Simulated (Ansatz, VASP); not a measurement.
Two plane-wave programs on CoSi

The input POSCAR:

```
CoSi
1.0
    2.7625158910      0.0000000000      0.0000000000
    0.0000000000      2.7625158910      0.0000000000
    0.0000000000      0.0000000000      2.7625158910
Co Si
1 1
Direct
    0.0000000000      0.0000000000      0.0000000000
    0.5000000000      0.5000000000      0.5000000000
```

INCAR.step1

```
SYSTEM = CoSi
ALGO = Normal
EDIFF = 1E-4
ENCUT = 520
GGA = PE
ISMEAR = -1
ISPIN = 2
LASPH = .TRUE.
LCHARG = .FALSE.
LMAXMIX = 4
LREAL = .FALSE.
LWAVE = .TRUE.
MAGMOM = 1.7 0
NBANDS = 18
NELM = 150
PREC = Accurate
SIGMA = 0.05
```

Contents of INCAR.step2:

```
SYSTEM = CoSi
ALGO = Normal
EDIFF = 1E-6
ENCUT = 520
ISIF = 2
ISMEAR = -1
ISPIN = 2
ISTART = 1
LASPH = .TRUE.
LCHARG = .TRUE.
LELF = .TRUE.
LMAXMIX = 4
LMIXTAU = .TRUE.
LORBIT = 11
LREAL = .FALSE.
LVHAR = .TRUE.
LWAVE = .FALSE.
MAGMOM = 1.7 0
METAGGA = R2SCAN
NBANDS = 18
NELM = 150
PREC = Accurate
SIGMA = 0.05
```

File KPOINTS:

```
k-points
0
G
  14 14 14
  0 0 0
```

Input for Ansatz:

```yaml
crystal:
  lattice:
    - [2.762515891, 0.0, 0.0]
    - [0.0, 2.762515891, 0.0]
    - [0.0, 0.0, 2.762515891]
  atoms:
    - { symbol: Co, position: [0.0, 0.0, 0.0], spin: 1.7 }
    - { symbol: Si, position: [0.5, 0.5, 0.5] }
magnetization:
  spin_polarized: true
kpoints:
  mp_grid: { grid: [14, 14, 14] }
  band_path:
    path:
      - [0.0, 0.0, 0.0]
      - [0.0, 0.5, 0.0]
      - [0.5, 0.5, 0.0]
      - [0.0, 0.0, 0.0]
      - [0.5, 0.5, 0.5]
      - [0.0, 0.5, 0.0]
      - [0.5, 0.5, 0.5]
      - [0.5, 0.5, 0.0]
    npoints: 8
scf:
  occupations: { method: fermi_dirac, width: 0.05 }
hamiltonian:
  xc: r2scan
  pseudopotentials: { kind: paw }
output:
  forces: true
  stress: true
  eigenvalues: true
  populations: true
  dos: { projected: true, de: 0.2, e_range: [-14, 8] }
```

Change from the starting cell: volume scaled by 1, PAW files.

Alike in both runs: task single point; functional r2SCAN; k mesh 14 × 14 × 14; occupations fermi-dirac, width 0.05 eV; collinear spin.

|  | VASP | Ansatz |
| --- | --- | --- |
| version | VASP 6.6.1 | Ansatz 0.2.0 |
| potentials or method | VASP PAW PBE potentials, release 64 (Co, Si) | PAW with Ansatz's default frozen-core files, scalar-relativistic |
| plane-wave cutoff (eV) | 520 | 500 |
| valence electrons in the cell | 13 | 21 |

|  | VASP | Ansatz | Ansatz less VASP |
| --- | --- | --- | --- |
| pressure (GPa) | 0.0 | 0.0 | -0.01 |
| net moment per atom (μB) | 0.45 | 0.46 | +0.004 |
| size of the moment on the site where the two differ most (μB) | 0.93 | 0.96 | +0.029 |

VASP's potentials were made for PBE, not for r2SCAN. Site moments also hang on the region over which each program counts them. VASP's potentials hold 13 valence electrons a cell and Ansatz's 21, so a difference there can come from the potentials and not from the codes. Ansatz's warnings: stability check not made.
